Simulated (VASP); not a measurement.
Crystal: FeGe.

```
CELL_PARAMETERS angstrom
4.99760 0.00000 0.00000
-2.49880 4.32805 0.00000
0.00000 0.00000 4.11576
ATOMIC_POSITIONS crystal
Fe 0.51578 0.01155 0.00000
Fe 0.50000 0.50000 0.00000
Fe 0.00000 0.50000 0.00000
Ge 0.00000 0.00000 0.00000
Ge 0.33333 0.66667 0.50000
Ge 0.66667 0.33333 0.50000
```

```yaml
Program: VASP 6.6.1
Task: relaxation of the atoms
Functional: LDA
Potentials_or_basis: VASP PAW LDA potentials, release 64 (Fe, Ge_d)
Cutoff: 520 eV
k_mesh: 6 × 6 × 6
Occupations: fermi-dirac, width 0.15 eV
Spin: collinear spin, ferromagnetic start
Starting_moments: "[3.5, 3.5, 3.5, 0.0, 0.0, 0.0] μB"
```

At the start: pressure -14.3 GPa; volume 14.84 Å³/atom.

**Question.** How do energy, volume and symmetry change on relaxing?

**Answer.** Over 7 steps the energy falls by 3.3 meV/atom at a fixed cell; space group Pm (No. 6, to 0.1 Å) before, P6/mmm (No. 191, to 0.1 Å); moment 3.83 μB per cell.

The path:
| step | energy change (eV) | largest force (eV/Å) | pressure (GPa) |
| --- | --- | --- | --- |
| 1 | 0.0000 | 0.5765 | -14.27 |
| 2 | -0.0156 | 0.2418 | -14.39 |
| 3 | -0.0178 | 0.0971 | -14.37 |
| 4 | -0.0191 | 0.0586 | -14.39 |
| 5 | -0.0198 | 0.0419 | -14.39 |
| 6 | -0.0199 | 0.0418 | -14.36 |
| 7 | -0.0201 | 0.0128 | -14.38 |

Final structure:
```
Fe Ge
1.0
     4.99760    0.00000    0.00000
    -2.49880    4.32805    0.00000
     0.00000    0.00000    4.11576
Fe Ge
3 3
Direct
  0.50303 0.00178 0.00000
  0.50265 0.50182 0.00000
  0.00244 0.50183 0.00000
  0.00316 0.00195 0.00000
  0.33559 0.66877 0.50000
  0.66890 0.33542 0.50000
```
